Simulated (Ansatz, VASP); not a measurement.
## One calculation of HfS2, two programs

INCAR

```
SYSTEM = HfS2
  PREC = Accurate
  ENCUT = 400
  EDIFF = 1E-6
  ISMEAR = 0
  SIGMA = 0.02
  LREAL = .False.
  LASPH = .True.
  NELM = 200
  ALGO = Normal
  ISIF = 2
  LWAVE = .False.
  LCHARG = .False.
  MAGMOM = 0 0 0 0 0 0 0 0 0
  LORBIT = 11
  LSORBIT = .True.
  GGA_COMPAT = .False.
  LORBMOM = .True.
  LMAXMIX = 4
  LDIPOL = .True.
  IDIPOL = 3
  DIPOL = 0.5 0.5 0.500
  GGA = PE
  NBANDS = 35
  NELMDL = -8
```

Contents of KPOINTS:

```
Automatic mesh
0
Gamma
  12 12 1
  0 0 0
```

POSCAR

```
HfS2
1.0
    3.6514994950      0.0000000000      0.0000000000
   -1.8257497480      3.1622913250      0.0000000000
    0.0000000000      0.0000000000     25.7864884870
S Hf
2 1
Direct
    0.6666666667      0.3333333333      0.4438999954
    0.3333333333      0.6666666667      0.5561000046
    0.0000000000      0.0000000000      0.5000000000
```

Input for Ansatz:

```yaml
crystal:
  lattice:
    - [3.651499495, 0.0, 0.0]
    - [-1.825749748, 3.162291325, 0.0]
    - [0.0, 0.0, 25.786488487]
  atoms:
    - { symbol: S, position: [0.6666666667, 0.3333333333, 0.4438999954] }
    - { symbol: Hf, position: [0.0, 0.0, 0.5] }
    - { symbol: S, position: [0.3333333333, 0.6666666667, 0.5561000046] }
  periodic: [true, true, false]
basis:
  ecutwfc: 420
kpoints:
  mp_grid: { grid: [12, 12, 1] }
  band_path:
    path:
      - [0.0, 0.0, 0.0]
      - [0.015098829, 0.0, 0.0]
      - [0.484901171, 0.0, 0.0]
      - [0.055555556, 0.0, 0.0]
      - [0.111111111, 0.0, 0.0]
      - [0.166666667, 0.0, 0.0]
      - [0.222222222, 0.0, 0.0]
      - [0.277777778, 0.0, 0.0]
      - [0.333333333, 0.0, 0.0]
      - [0.388888889, 0.0, 0.0]
      - [0.444444444, 0.0, 0.0]
      - [0.5, 0.0, 0.0]
      - [0.491282687, 0.017434626, 0.0]
      - [0.342050646, 0.315898708, 0.0]
      - [0.481481481, 0.037037037, 0.0]
      - [0.462962963, 0.074074074, 0.0]
      - [0.444444444, 0.111111111, 0.0]
      - [0.425925926, 0.148148148, 0.0]
      - [0.407407407, 0.185185185, 0.0]
      - [0.388888889, 0.222222222, 0.0]
      - [0.37037037, 0.259259259, 0.0]
      - [0.351851852, 0.296296296, 0.0]
      - [0.333333333, 0.333333333, 0.0]
      - [0.32461602, 0.32461602, 0.0]
      - [0.008717313, 0.008717313, 0.0]
      - [0.296296296, 0.296296296, 0.0]
      - [0.259259259, 0.259259259, 0.0]
      - [0.222222222, 0.222222222, 0.0]
      - [0.185185185, 0.185185185, 0.0]
      - [0.148148148, 0.148148148, 0.0]
      - [0.111111111, 0.111111111, 0.0]
      - [0.074074074, 0.074074074, 0.0]
      - [0.037037037, 0.037037037, 0.0]
    npoints: 1
scf:
  occupations: { method: gaussian, width: 0.02 }
  n_extra_bands: 12
hamiltonian:
  xc: pbe
  pseudopotentials: { kind: paw_fr, azcp: { folder: soft_1 } }
output:
  eigenvalues: true
magnetization:
  noncollinear: true
  spin_orbit: true
```

Alike in both runs: task single point; functional PBE; k mesh 12 × 12 × 1; occupations gaussian, width 0.02 eV; non-collinear spin, spin-orbit coupling.

|  | VASP | Ansatz |
| --- | --- | --- |
| version | VASP 6.6.1 | Ansatz 0.2.0 |
| potentials or method | VASP PAW PBE potentials, release 64 (S, Hf_pv), cutoff 400 eV | plane-wave PAW |
| valence electrons in the cell | 22 | 38 |

```tsv
	VASP	Ansatz	Ansatz less VASP
net moment per atom (μB)	0.00	0.00	0.000
```

VASP's potentials hold 22 valence electrons a cell and Ansatz's 38, so a difference there can come from the potentials and not from the codes. Ansatz's warnings: slab cell height set.
